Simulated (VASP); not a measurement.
## Na2Hg: single point with PBE

The system is Na2Hg, a sheet with vacuum.

```
CELL_PARAMETERS angstrom
8.80808 0.00000 0.00000
-4.40404 7.62802 0.00000
0.00000 0.00000 28.38709
ATOMIC_POSITIONS crystal
Na 0.50000 0.00000 0.26420
Na 0.00000 0.50000 0.26420
Na 0.50000 0.50000 0.26420
Na 0.00000 0.00000 0.26420
Hg 0.33333 0.66667 0.20303
Hg 0.66667 0.33333 0.32538
```

The cell was generated, and may not be a known phase.

```yaml
Program: VASP 6.6.1
Task: single point
Functional: PBE
Potentials_or_basis: VASP PAW PBE potentials, release 64 (Na_pv, Hg)
Cutoff: 520 eV
k_mesh: 6 × 6 × 1
Occupations: gaussian, width 0.1 eV
Spin: no spin polarisation
```

```
Largest force          : 0.214 eV/Å
Band gap on the k mesh : zero (bands 26 and 27 overlap by 0.44 eV)
```

Forces in eV/Å, atoms in the order of the input:
```
Na   0.000  0.000  0.000
Na   0.000  0.000  0.000
Na   0.000  0.000  0.000
Na   0.000  0.000  0.000
Hg   0.000  0.000 -0.214
Hg   0.000  0.000  0.214
```

Levels at points of the mesh, in eV from the Fermi level:
| k point | band 23 | band 24 | band 25 | band 26 | band 27 | band 28 | band 29 | band 30 |
| --- | --- | --- | --- | --- | --- | --- | --- | --- |
| (0.00, 0.00, 0.00) | -4.62 | -4.33 | -0.33 | 0.34 | 0.34 | 0.72 | 0.79 | 0.79 |
| (0.50, 0.00, 0.00) | -4.52 | -4.42 | -0.65 | -0.03 | -0.03 | 0.69 | 1.36 | 1.46 |

Wall time 21 min on 1 thread of Intel(R) Xeon(R) Platinum 8259CL CPU @ 2.50GHz (Skylake/Cascade Lake), on a shared host, peak memory 1.7 GiB.

Caveat: spin-orbit coupling is left out, which moves the levels of the heavy elements.
